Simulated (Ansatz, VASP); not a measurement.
## Two plane-wave programs on Pt

```
CELL_PARAMETERS angstrom
0.00000 2.05579 2.05579
2.05579 0.00000 2.05579
2.05579 2.05579 0.00000
ATOMIC_POSITIONS crystal
Pt 0.00000 0.00000 0.00000
```

Change from the starting cell: strain +0.050 along x and y, +0.050 along z, atoms carried along.

Alike in both runs: task single point; functional PBE; k mesh 20 × 20 × 20; occupations gaussian, width 0.15 eV; no spin polarisation.

```csv
,VASP,Ansatz
version,VASP 6.6.1,Ansatz 0.2.0
potentials or method,"VASP PAW PBE potentials, release 64 (Pt), cutoff 520 eV","scalar-relativistic, plane waves, PAW"
valence electrons in the cell,10,18
```

Ansatz gave:

- gap on the k mesh at the Fermi level (eV): none
- pressure (GPa): -19.4

Which values does VASP return?

gap on the k mesh at the Fermi level (eV): none; pressure (GPa): -19.7.

A gap of «none» marks a metal or a gap that the smearing closes. With one functional, cell and mesh, what is left measures potentials, basis and numerics. VASP's potentials hold 10 valence electrons a cell and Ansatz's 18, so a difference there can come from the potentials and not from the codes.

Neither program's run includes spin-orbit coupling.
